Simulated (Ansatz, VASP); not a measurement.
**Re: VASP beside Ansatz**

```xyz
1
Lattice="0.0000 2.1584 1.5849 2.1584 0.0000 1.5849 2.1584 2.1584 0.0000" Properties=species:S:1:pos:R:3 pbc="T T T"
Re    0.0000    0.0000    0.0000
```

Alike in both runs: task single point; functional PBE; k mesh 10 × 10 × 10; occupations gaussian, width 0.15 eV; no spin polarisation.

|  | VASP | Ansatz |
| --- | --- | --- |
| version | VASP 6.6.1 | Ansatz 0.2.0 |
| potentials or method | VASP PAW PBE potentials, release 64 (Re), cutoff 520 eV | scalar-relativistic, plane waves, PAW |
| valence electrons in the cell | 7 | 15 |

Ansatz gave:

* gap on the k mesh at the Fermi level (eV): none
* pressure (GPa): 8.1
* traceless stress, the component that is largest in VASP (GPa): -0.67

**Question.** Which values does VASP return?

**Answer.** gap on the k mesh at the Fermi level (eV): none; pressure (GPa): 7.6; traceless stress, the component that is largest in VASP (GPa): -0.52.

A gap of «none» marks a metal or a gap that the smearing closes. The functional is the same, so the differences come from potentials, cutoffs and numerics. VASP's potentials hold 7 valence electrons a cell and Ansatz's 15, so a difference there can come from the potentials and not from the codes.

Spin-orbit coupling is off throughout.
